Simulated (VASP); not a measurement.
# Si2Sn (P-6m2) in VASP: notebook

Runs on Si2Sn. Level: PBE. Tasks: single point, relaxation of cell and atoms.

All numbers are computed with VASP 6.6.1; they aren't measurements. Logs are shortened: lines on timing, memory, paths and dates and some standing lists are left out, and cuts for length are marked.

### Step 1. The cell of the first run

Symmetry: P-6m2, No. 187, hexagonal system. Conventional cell: a = 3.060 Å, b = 3.060 Å, c = 14.418 Å, α = 90.00°, β = 90.00°, γ = 120.00°. Si (site symmetry -6m2) has 12 Si at 2.98 to 3.06 Å within 3.9 Å. Si (site symmetry -6m2) has 6 Sn at 2.98 Å and 6 Si at 3.06 Å within 3.9 Å. Si (site symmetry 3m) has 3 Sn at 2.98 Å and 9 Si at 2.98 to 3.06 Å within 3.9 Å. Within 3.9 Å of Sn (site symmetry 3m) lie 6 Si at 2.98 Å and 6 Sn at 3.06 Å.

### Step 2. Single point, PBE

File INCAR:

```
SYSTEM = Si2Sn
PREC     = Accurate       ! precision mode
ENCUT    = 520            ! plane-wave cutoff, eV
EDIFF    = 1E-7           ! SCF threshold, eV
ISMEAR   = 0              ! smearing method
SIGMA    = 0.1            ! smearing width, eV
LREAL    = .FALSE.        ! projectors in reciprocal space
LASPH    = .TRUE.         ! aspherical terms in the spheres
NELM     = 60             ! most SCF steps
ALGO     = Normal         ! electronic algorithm
ISIF     = 2              ! what is computed and relaxed
LWAVE    = .FALSE.        ! write WAVECAR
LCHARG   = .FALSE.        ! write CHGCAR
GGA      = PE             ! functional
NBANDS   = 31             ! bands
```

File KPOINTS:

```
Automatic mesh
0
G
  6 6 2
  0 0 0
```

File POSCAR:

```
Si2Sn
1.0
    3.0600986700      0.0000000000      0.0000000000
   -1.5300493300      2.6501231900      0.0000000000
    0.0000000000      0.0000000000     14.4183029100
Si Sn
4 2
Direct
    0.3333333300      0.6666666700      0.5000000000
    0.6666666700      0.3333333300      0.0000000000
    0.6666666700      0.3333333300      0.3333333300
    0.6666666700      0.3333333300      0.6666666700
    0.3333333300      0.6666666700      0.8333333300
    0.3333333300      0.6666666700      0.1666666700
```

Potentials or basis: VASP PAW PBE potentials, release 64 (Si, Sn_d).

Launch:

```
$ cat potpaw_PBE.64/Si/POTCAR potpaw_PBE.64/Sn_d/POTCAR > POTCAR
$ mpirun -np 1 vasp_std > vasp.out
```

OUTCAR:

```text
SYSTEM = Si2Sn
   PREC = Accurate
   ENCUT = 520
   EDIFF = 1E-7
   ISMEAR = 0
   LREAL = .FALSE.
   LASPH = .TRUE.
   NELM = 60
   ISIF = 2
   GGA = PE

 ion  position               nearest neighbor table
   1  0.333  0.667  0.500-   3 2.98   4 2.98   3 2.98   4 2.98   3 2.98   4 2.98
   2  0.667  0.333  0.000-   5 2.98   6 2.98   5 2.98   6 2.98   5 2.98   6 2.98
   3  0.667  0.333  0.333-   6 2.98   6 2.98   6 2.98   1 2.98   1 2.98   1 2.98
   4  0.667  0.333  0.667-   5 2.98   5 2.98   5 2.98   1 2.98   1 2.98   1 2.98
   5  0.333  0.667  0.833-   4 2.98   4 2.98   4 2.98   2 2.98   2 2.98   2 2.98
   6  0.333  0.667  0.167-   3 2.98   3 2.98   3 2.98   2 2.98   2 2.98   2 2.98

  LATTYP: Found a hexagonal cell.
 ALAT       =     3.0600986700
 C/A-ratio  =     4.7117117665

  Lattice vectors:

 A1 = (   3.0600986700,   0.0000000000,   0.0000000000)
 A2 = (  -1.5300493300,   2.6501231900,   0.0000000000)
 A3 = (   0.0000000000,   0.0000000000,  14.4183029100)

Analysis of symmetry for initial positions (statically):
=====================================================================
 Subroutine PRICEL returns:
 Original cell was already a primitive cell.

 Routine SETGRP: Setting up the symmetry group for a
 hexagonal supercell.

 Subroutine GETGRP returns: Found 12 space group operations
 (whereof 12 operations were pure point group operations)
 out of a pool of 24 trial point group operations.

The static configuration has the point symmetry D_3h.

Analysis of symmetry for dynamics (positions and initial velocities):
=====================================================================
 Subroutine PRICEL returns:
 Original cell was already a primitive cell.

 Routine SETGRP: Setting up the symmetry group for a
 hexagonal supercell.

 Subroutine GETGRP returns: Found 12 space group operations
 (whereof 12 operations were pure point group operations)
 out of a pool of 24 trial point group operations.

The dynamic configuration has the point symmetry D_3h.

 Subroutine INISYM returns: Found 12 space group operations
 (whereof 12 operations are pure point group operations),
 and found     1 'primitive' translations

----------------------------------------------------------------------------------------

[... 89 lines left out ...]
   EDIFF  = 0.1E-06   stopping-criterion for ELM
   LREAL  =      F    real-space projection
   EDIFFG = 0.1E-05   stopping-criterion for IOM
   NSW    =      0    number of steps for IOM
   IBRION =     -1    ionic relax: 0-MD 1-quasi-New 2-CG
   NFREE  =      0    steps in history (QN), initial steepest desc. (CG)
   ISIF   =      2    stress and relaxation
   ISYM   =      2    0-nonsym 1-usesym 2-fastsym
   POTIM  = 0.5000    time-step for ionic-motion
   TEBEG  =    0.0;   TEEND  =   0.0 temperature during run
   PSTRESS=    0.0 pullay stress
   NELECT =      44.0000    total number of electrons
   NUPDOWN=      -1.0000    fix difference up-down
   EMIN   =  10.00;   EMAX   =-10.00  energy-range for DOS
   EFERMI =   0.00;   METHOD = LEGACY
   ISMEAR =     0;   SIGMA  =   0.10  broadening in eV -4-tet -1-fermi 0-gaus
   EFERMI_NEDOS =   21; number of points for ismear=-14 and -15
   IALGO  =     38    algorithm
   IMIX   =      4    mixing-type and parameters
     AMIX     =   0.40;   BMIX     =  1.00
     AMIX_MAG =   1.60;   BMIX_MAG =  1.00
  volume/ion in A,a.u.               =      19.49       131.51
  Fermi-wavevector in a.u.,A,eV,Ry     =   1.181918  2.233500 19.006374  1.396929
  Thomas-Fermi vector in A             =   2.318182
   LORBIT       =      0    0 simple, 1 ext, 2 COOP (PROOUT), +10 PAW based schemes
   GGA     = PE    functional components
   LHFCALC =     F    Hartree Fock is set to
   AEXX    =    0.0000 exact exchange contribution
   IVDW    =     0    specifies the selected vdW correction
   LEPSILON=     F    determine dielectric tensor
   LRPA    =     F    only Hartree local field effects (RPA)
 non-spin polarized calculation
 Gauss-broadening in eV      SIGMA  =   0.10
  energy-cutoff  :      520.00
  volume of cell :      116.93
 maximum number of plane-waves:      3174
 NGX is ok and might be reduce to    24
   NGX = 11   NGY = 11   NGZ = 53

 number of electron      43.9999996 magnetization

 Free energy of the ion-electron system (eV)
  ---------------------------------------------------
  ext. energy  EPLUGINS =         0.00000000
  ---------------------------------------------------
  free energy    TOTEN  =       -25.26071313 eV

  energy without entropy =      -25.25184105  energy(sigma->0) =      -25.25627709

 E-fermi :   8.4457     XC(G=0): -10.6945

 val. band max:        8.4438081419   @ k =   0.3333   0.0000   0.0000
 cond. band min:       8.5993848827   @ k =   0.3333   0.3333   0.5000
 fundamental gap:      0.1555767407
 Fermi energy:         8.4457436866

 k-point     1 :       0.0000    0.0000    0.0000
  band No.  band energies     occupation
      1     -13.1156      2.00000
      2     -13.1117      2.00000
      3     -13.1080      2.00000
      4     -13.1080      2.00000
      5     -13.1080      2.00000
      6     -13.1080      2.00000
[... 465 lines left out ...]
     30      11.0181      0.00000
     31      11.4368      0.00000

------------------------ aborting loop because EDIFF is reached ----------------------------------------

  FORCE on cell =-STRESS in cart. coord.  units (eV):
  Direction    XX          YY          ZZ          XY          YZ          ZX
  --------------------------------------------------------------------------------------
  -------------------------------------------------------------------------------------
  Total        2.6120109      2.6120109     -1.4842160      0.0000000      0.0000000      0.0000000
  in kB       35.7906785     35.7906786    -20.3372415      0.0000001      0.0000000      0.0000000
  external PRESSURE =      17.0813719 kB  Pullay stress =       0.0000000 kB

 VOLUME and BASIS-vectors are now :
 -----------------------------------------------------------------------------
  energy-cutoff  :      520.00
  volume of cell :      116.93
      direct lattice vectors                 reciprocal lattice vectors
     3.060098670  0.000000000  0.000000000     0.326786848  0.188670474  0.000000000
    -1.530049330  2.650123190  0.000000000     0.000000000  0.377340949  0.000000000
     0.000000000  0.000000000 14.418302910     0.000000000  0.000000000  0.069356290

 POSITION                                       TOTAL-FORCE (eV/Angst)
 -----------------------------------------------------------------------------------
     -0.00000      1.76675      7.20915         0.000000     -0.000000      0.000000
      1.53005      0.88337      0.00000        -0.000000     -0.000000      0.000000
      1.53005      0.88337      4.80610         0.000000     -0.000000      1.126216
      1.53005      0.88337      9.61220        -0.000000     -0.000000     -1.126216
     -0.00000      1.76675     12.01525         0.000000      0.000000      0.016840
     -0.00000      1.76675      2.40305        -0.000000      0.000000     -0.016840
 -----------------------------------------------------------------------------------
    total drift:                                0.000012     -0.000007      0.000000

  FREE ENERGIE OF THE ION-ELECTRON SYSTEM (eV)
  ---------------------------------------------------
  free  energy   TOTEN  =       -25.2607131334 eV

  energy  without entropy=      -25.2518410467  energy(sigma->0) =      -25.25627709
```

OSZICAR:

```text
N       E                     dE             d eps       ncg     rms          rms(c)
DAV:   1     0.361251456549E+03    0.36125E+03   -0.20247E+04   903   0.177E+03
DAV:   2     0.202737305335E+02   -0.34098E+03   -0.32789E+03   883   0.488E+02
DAV:   3    -0.235662914371E+02   -0.43840E+02   -0.41530E+02  1070   0.139E+02
DAV:   4    -0.253506293366E+02   -0.17843E+01   -0.17760E+01  1033   0.294E+01
DAV:   5    -0.254085671539E+02   -0.57938E-01   -0.57912E-01  1252   0.563E+00    0.449E+00
DAV:   6    -0.252986421735E+02    0.10992E+00   -0.17362E-01  1192   0.379E+00    0.256E+00
DAV:   7    -0.252711177460E+02    0.27524E-01   -0.12190E-01  1185   0.251E+00    0.456E-01
DAV:   8    -0.252628277184E+02    0.82900E-02   -0.81445E-02  1109   0.115E+00    0.180E-01
DAV:   9    -0.252607141463E+02    0.21136E-02   -0.10623E-02  1056   0.567E-01    0.136E-01
DAV:  10    -0.252607281576E+02   -0.14011E-04   -0.19298E-03  1127   0.303E-01    0.113E-01
DAV:  11    -0.252607218075E+02    0.63501E-05   -0.16158E-04  1108   0.917E-02    0.597E-02
DAV:  12    -0.252607188030E+02    0.30045E-05   -0.48771E-05  1063   0.504E-02    0.133E-02
DAV:  13    -0.252607129486E+02    0.58544E-05   -0.13188E-05  1131   0.330E-02    0.679E-03
DAV:  14    -0.252607131589E+02   -0.21029E-06   -0.81966E-07   935   0.480E-03    0.155E-03
DAV:  15    -0.252607131334E+02    0.25551E-07   -0.82106E-08   686   0.243E-03
   1 F= -.25260713E+02 E0= -.25256277E+02  d E =-.887209E-02
```

It took 44 s on 1 thread of Intel Xeon Platinum 8259CL at 2.50GHz (Skylake/Cascade Lake), shared host; peak memory 0.24 GiB.

Results:

```yaml
Free_energy: -25.2607 eV
Pressure: 1.7 GPa
Largest_force: 1.126 eV/Å
Band_gap_on_the_k_mesh: zero (band 22 reaches 14.42 eV, above the bottom of band 23 at 5.94 eV)
```

Forces on the atoms (eV/Å):
```
Si   0.000  0.000  0.000
Si   0.000  0.000  0.000
Si   0.000  0.000  1.126
Si   0.000  0.000 -1.126
Sn   0.000  0.000  0.017
Sn   0.000  0.000 -0.017
```

Stress tensor (GPa, compression positive):
```
 3.58  0.00  0.00
 0.00  3.58  0.00
 0.00  0.00 -2.03
```

Levels at points of the mesh, in eV from the Fermi level:
```
           k point  band 18  band 19  band 20  band 21  band 22  band 23  band 24  band 25  band 26  band 27
(0.00, 0.00, 0.00)    -0.88    -0.75     4.97     5.15     5.94     5.94     6.31     6.31     6.50     6.50
(0.50, 0.00, 0.00)    -4.53    -3.49    -3.48    -1.46    -0.91    -0.84     1.10     2.31     2.95     3.03
(0.00, 0.00, 0.50)    -3.28     2.04     2.05     5.97     5.97     6.21     6.21     6.59     6.59     7.24
(0.50, 0.00, 0.50)    -4.52    -3.11    -3.00    -2.03    -2.02     0.99     1.03     2.37     2.47     2.49
```

Caveat: the k points lie up to 0.40 Å⁻¹ apart; spin-orbit coupling is left out, which moves the levels of the heavy elements; forces of over 1 eV/Å act on the atoms, so gaps and moduli don't describe the material at rest.

[end of part 1 of 3]
